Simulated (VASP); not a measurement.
# CsI (Pm-3m) in VASP: further runs, part 2 of 2

VASP 6.6.1.

### Step 6. Single point, r2SCAN, non-collinear spin, zero start, spin-orbit coupling

Contents of POSCAR:

```
CsI
1.0
    4.5667002916      0.0000000000      0.0000000000
    0.0000000000      4.5667002916      0.0000000000
    0.0000000000      0.0000000000      4.5667002916
Cs I
1 1
Direct
    0.0000000000      0.0000000000      0.0000000000
    0.5000000000      0.5000000000      0.5000000000
```

Contents of INCAR.step1:

```
PREC = Accurate
ENCUT = 550
ISMEAR = 0
SIGMA = 0.05
LREAL = False
LASPH = True
NELM = 200
MAGMOM = 0 0 0 0 0 0
LSORBIT = True
GGA_COMPAT = False
NBANDS = 28
GGA = PE
ALGO = Normal
EDIFF = 1E-5
LWAVE = True
LCHARG = False
```

Contents of INCAR.step2:

```
PREC = Accurate
ENCUT = 550
EDIFF = 1E-6
ISMEAR = 0
SIGMA = 0.05
LREAL = False
LASPH = True
NELM = 200
ALGO = Normal
ISIF = 2
LWAVE = False
LCHARG = False
MAGMOM = 0 0 0 0 0 0
LORBIT = 11
LSORBIT = True
GGA_COMPAT = False
LORBMOM = True
METAGGA = R2SCAN
LMIXTAU = True
NBANDS = 28
ISTART = 1
```

Contents of KPOINTS:

```
regular mesh
0
Gamma
  6 6 6
```

Potentials or basis: VASP PAW PBE potentials, release 64 (Cs_sv, I).

Run with:

```console
$ cat potpaw_PBE.64/Cs_sv/POTCAR potpaw_PBE.64/I/POTCAR > POTCAR
$ cp INCAR.step1 INCAR
$ mpirun -np 1 vasp_ncl > vasp.out
$ cp INCAR.step2 INCAR
$ mpirun -np 1 vasp_ncl > vasp.out
```

OUTCAR:

```text
PREC = Accurate
   ENCUT = 550
   EDIFF = 1E-6
   ISMEAR = 0
   LREAL = False
   LASPH = True
   NELM = 200
   ISIF = 2
   LORBIT = 11
   LSORBIT = True
   METAGGA = R2SCAN
   ISTART = 1

 ion  position               nearest neighbor table
   1  0.000  0.000  0.000-
   2  0.500  0.500  0.500-

  LATTYP: Found a simple cubic cell.
 ALAT       =     4.5667002916

  Lattice vectors:

 A1 = (   4.5667002916,   0.0000000000,   0.0000000000)
 A2 = (   0.0000000000,   4.5667002916,   0.0000000000)
 A3 = (   0.0000000000,   0.0000000000,   4.5667002916)

Analysis of symmetry for initial positions (statically):
=====================================================================
 Subroutine PRICEL returns:
 Original cell was already a primitive cell.

 Routine SETGRP: Setting up the symmetry group for a
 simple cubic supercell.

 Subroutine GETGRP returns: Found 48 space group operations
 (whereof 48 operations were pure point group operations)
 out of a pool of 48 trial point group operations.

The static configuration has the point symmetry O_h .

Analysis of symmetry for dynamics (positions and initial velocities):
=====================================================================
 Subroutine PRICEL returns:
 Original cell was already a primitive cell.

 Routine SETGRP: Setting up the symmetry group for a
 simple cubic supercell.

 Subroutine GETGRP returns: Found 48 space group operations
 (whereof 48 operations were pure point group operations)
 out of a pool of 48 trial point group operations.

The dynamic configuration has the point symmetry O_h .

Analysis of structural, dynamic, and magnetic symmetry:
=====================================================================
 Subroutine PRICEL returns:
 Original cell was already a primitive cell.

 Routine SETGRP: Setting up the symmetry group for a
[... 819 lines left out ...]
            0.000   0.000   0.000

 orbital moment (y)

 # of ion     p       d       tot
 ----------------------------------------
  1         0.000   0.000   0.000
  2         0.000   0.000   0.000
 ----------------------------------------
            0.000   0.000   0.000

 orbital moment (z)

 # of ion     p       d       tot
 ----------------------------------------
  1         0.000  -0.000  -0.000
  2         0.000   0.000   0.000
 ----------------------------------------
            0.000  -0.000  -0.000

 Spin-Orbit-Coupling matrix elements

 Ion:    1  E_soc:     -0.3094770
 l=   1
     0.0000000    -0.0515145    -0.0515145
    -0.0515145     0.0000000    -0.0515145
    -0.0515145    -0.0515145     0.0000000
 l=   2
     0.0000000    -0.0000185     0.0000000    -0.0000185    -0.0000464
    -0.0000185     0.0000000    -0.0000348    -0.0000185    -0.0000116
     0.0000000    -0.0000348     0.0000000    -0.0000348     0.0000000
    -0.0000185    -0.0000185    -0.0000348     0.0000000    -0.0000116
    -0.0000464    -0.0000116     0.0000000    -0.0000116     0.0000000
 l=   3
     0.0000000     0.0000000     0.0000000     0.0000000     0.0000000     0.0000000     0.0000000
     0.0000000     0.0000000     0.0000000     0.0000000     0.0000000     0.0000000     0.0000000
     0.0000000     0.0000000     0.0000000     0.0000000     0.0000000     0.0000000     0.0000000
     0.0000000     0.0000000     0.0000000     0.0000000     0.0000000     0.0000000     0.0000000
     0.0000000     0.0000000     0.0000000     0.0000000     0.0000000     0.0000000     0.0000000
     0.0000000     0.0000000     0.0000000     0.0000000     0.0000000     0.0000000     0.0000000
     0.0000000     0.0000000     0.0000000     0.0000000     0.0000000     0.0000000     0.0000000

 Ion:    2  E_soc:     -0.2333655
 l=   1
     0.0000000    -0.0388878    -0.0388878
    -0.0388878     0.0000000    -0.0388878
    -0.0388878    -0.0388878     0.0000000
 l=   2
     0.0000000    -0.0000010     0.0000000    -0.0000010    -0.0000054
    -0.0000010     0.0000000    -0.0000041    -0.0000010    -0.0000014
     0.0000000    -0.0000041     0.0000000    -0.0000041     0.0000000
    -0.0000010    -0.0000010    -0.0000041     0.0000000    -0.0000014
    -0.0000054    -0.0000014     0.0000000    -0.0000014     0.0000000
 l=   3
     0.0000000     0.0000000     0.0000000     0.0000000     0.0000000     0.0000000     0.0000000
     0.0000000     0.0000000     0.0000000     0.0000000     0.0000000     0.0000000     0.0000000
     0.0000000     0.0000000     0.0000000     0.0000000     0.0000000     0.0000000     0.0000000
     0.0000000     0.0000000     0.0000000     0.0000000     0.0000000     0.0000000     0.0000000
     0.0000000     0.0000000     0.0000000     0.0000000     0.0000000     0.0000000     0.0000000
     0.0000000     0.0000000     0.0000000     0.0000000     0.0000000     0.0000000     0.0000000
     0.0000000     0.0000000     0.0000000     0.0000000     0.0000000     0.0000000     0.0000000

 total charge

# of ion       s       p       d       tot
------------------------------------------
    1        1.850   4.713   0.027   6.590
    2        1.494   2.884   0.002   4.380
--------------------------------------------------
tot          3.345   7.597   0.029  10.970

 magnetization (x)

# of ion       s       p       d       tot
------------------------------------------
    1        0.000   0.000   0.000   0.000
    2        0.000   0.000   0.000   0.000
--------------------------------------------------
tot          0.000   0.000   0.000   0.000

 magnetization (y)

# of ion       s       p       d       tot
------------------------------------------
    1        0.000   0.000   0.000   0.000
    2        0.000   0.000   0.000   0.000
--------------------------------------------------
tot          0.000   0.000   0.000   0.000

 magnetization (z)

# of ion       s       p       d       tot
------------------------------------------
    1        0.000   0.000   0.000   0.000
    2        0.000   0.000   0.000   0.000
--------------------------------------------------
tot          0.000   0.000   0.000   0.000
```

It took 10 min on 1 thread of Intel Xeon Platinum 8259CL at 2.50GHz (Skylake/Cascade Lake), shared host; peak memory 0.51 GiB.

Results:

```
Free energy                                           : -53.3917 eV
Pressure                                              : 0.4 GPa
Net moment                                            : 0.00 μB per cell
Valence electrons inside the program's atomic spheres : Cs 6.59; I 4.38
```

Moments on the atoms (μB; x, y, z):
```
Cs  0.00 0.00 0.00
I   0.00 0.00 0.00
```

Caveat: the PAW data sets were made with another functional, which shifts forces and pressure a little.

### Step 7. Overview

```csv
spin,cell,k mesh,pressure (GPa),moment (μB)
off,"a = 4.567 Å, 2 atoms",8 × 8 × 8,0.4,-
"non-collinear, zero start, SOC","a = 4.505 Å, 2 atoms",4 × 4 × 4,1.1,0.00
"non-collinear, zero start, SOC","a = 4.567 Å, 2 atoms",4 × 4 × 4,0.4,0.00
"non-collinear, zero start, SOC","a = 4.642 Å, 2 atoms",4 × 4 × 4,-0.2,0.00
"non-collinear, zero start, SOC","a = 4.567 Å, 2 atoms",6 × 6 × 6,0.4,0.00
```

Alike in all rows: task single point; level r2SCAN; potentials or basis VASP PAW PBE potentials, release 64 (Cs_sv, I); cutoff (eV) 550; smearing gaussian 0.05 eV.

Caveats: the PAW data sets were made with another functional, which shifts forces and pressure a little.

Total energies depend on the potentials used, so only differences within one code and one set of settings carry meaning.
